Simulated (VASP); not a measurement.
Cu3N: single point with r2SCAN

The system is Cu3N.

```
CELL_PARAMETERS angstrom
3.78937 0.00000 0.00000
0.00000 3.78937 0.00000
0.00000 0.00000 3.78937
ATOMIC_POSITIONS crystal
Cu 0.50000 0.00000 0.00000
Cu 0.00000 0.50000 0.00000
Cu 0.00000 0.00000 0.50000
N 0.00000 0.00000 0.00000
```

| Property | Result |
| --- | --- |
| Program | VASP 6.6.1 |
| Task | single point |
| Functional | r2SCAN |
| Potentials or basis | VASP PAW PBE potentials, release 64 (Cu, N) |
| Cutoff | 660 eV |
| k mesh | 6 × 6 × 6 |
| Occupations | fermi-dirac, width 0.02 eV |
| Spin | no spin polarisation |

The pressure is 0.7 GPa and the band gap on the k mesh is 0.25 eV, indirect (least direct gap 0.86 eV).

Levels at points of the mesh, in eV from the valence-band top:
| k point | band 17 | band 18 | band 19 | band 20 | band 21 | band 22 |
| --- | --- | --- | --- | --- | --- | --- |
| (0.00, 0.00, 0.00) | -1.98 | -1.98 | -1.91 | 1.20 | 5.72 | 5.72 |
| (0.50, 0.00, 0.00) | -1.98 | -1.51 | -1.51 | 1.85 | 3.56 | 7.38 |
| (0.50, 0.50, 0.00) | -1.14 | -1.14 | -0.75 | 0.25 | 4.02 | 5.19 |
| (0.50, 0.50, 0.50) | 0.00 | 0.00 | 0.00 | 0.94 | 0.94 | 0.94 |

Wall time 44 s on 1 thread of Intel(R) Xeon(R) 6975P-C (Granite Rapids) (shared host), peak memory 0.2 GiB.

Caveat: the PAW data sets were made with another functional, which shifts forces and pressure a little. A k mesh can miss the band edges.
